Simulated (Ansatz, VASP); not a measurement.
**KP4Ru: VASP beside Ansatz**

```
K P Ru
1.0
     4.32637    0.00000    0.00000
     0.00000    4.32637    0.00000
     0.00000    0.00000    7.40011
K P Ru
1 4 1
Cartesian
  0.0000 0.0000 0.0000
  2.1632 0.0000 2.5697
  0.0000 2.1632 4.8304
  2.1632 0.0000 4.8304
  0.0000 2.1632 2.5697
  2.1632 2.1632 3.7001
```

Alike in both runs: task single point; functional PBE; k mesh 4 × 4 × 4; occupations gaussian, width 0.1 eV; collinear spin.

|  | VASP | Ansatz |
| --- | --- | --- |
| version | VASP 6.6.1 | Ansatz 0.2.0 |
| potentials or method | VASP PAW PBE potentials, release 64 (K_sv, P, Ru_pv), cutoff 520 eV | scalar-relativistic, plane waves, PAW |
| valence electrons in the cell | 43 | 45 |

|  | VASP | Ansatz | Ansatz less VASP |
| --- | --- | --- | --- |
| gap on the k mesh at the Fermi level (eV) | none | none | - |
| pressure (GPa) | 0.0 | 0.1 | +0.14 |
| traceless stress, the component that is largest in VASP (GPa) | 0.09 | 0.24 | +0.150 |
| rms of the force components (eV/Å) | 0.027 | 0.001 | -0.0255 |
| net moment per atom (μB) | 0.00 | 0.00 | 0.000 |

Atom by atom the forces differ by 0.028 eV/Å (rms over components). A gap of «none» marks a metal or a gap that the smearing closes. VASP's potentials hold 43 valence electrons a cell and Ansatz's 45, so a difference there can come from the potentials and not from the codes. Ansatz's warnings: seeded moment not kept.

The k mesh is coarse, so the values compare programs but aren't converged.
